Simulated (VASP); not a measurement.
A run of VASP 6.6.1 is set up as follows.

INCAR

```
SYSTEM = PtS2
PREC = Accurate
ENCUT = 500
EDIFF = 1E-6
ISMEAR = 0
SIGMA = 0.02
LREAL = .FALSE.
LASPH = .TRUE.
NELM = 120
ALGO = Normal
ISIF = 2
LWAVE = .FALSE.
LCHARG = .TRUE.
GGA = PS
LELF = .TRUE.
LVHAR = .TRUE.
NBANDS = 18
GGA_COMPAT = .FALSE.
```

File KPOINTS:

```
Automatic mesh
0
G
  12 12 8
  0 0 0
```

The input POSCAR:

```
PtS2
1.0
    3.5713293334      0.0000000001      0.0000000000
   -1.7856646667      3.0928619280      0.0000000000
    0.0000000000      0.0000000000      4.7682513438
Pt S
1 2
Direct
    0.0000000000      0.0000000000      0.0000000000
    0.3333333333      0.6666666667      0.2509475586
    0.6666666667      0.3333333333      0.7490524414
```

Potentials or basis: VASP PAW PBE potentials, release 64 (Pt, S).

Launch:

```console
$ cat potpaw_PBE.64/Pt/POTCAR potpaw_PBE.64/S/POTCAR > POTCAR
$ mpirun -np 1 vasp_std > vasp.out
```

**Question.** Predict the largest force.

**Answer.** 0.023 eV/Å.

**Question.** What does it give for the band gap on the k mesh?

**Answer.** 0.25 eV (least direct gap 0.67 eV).

**Question.** Predict the pressure.

**Answer.** -0.2 GPa.

Stress tensor (GPa, compression positive):
```
-0.29  0.00  0.00
 0.00 -0.29  0.00
 0.00  0.00 -0.10
```

Caveat: the PAW data sets were made with another functional, which shifts forces and pressure a little; spin-orbit coupling is left out, which moves the levels of the heavy elements. A k mesh can miss the band edges.
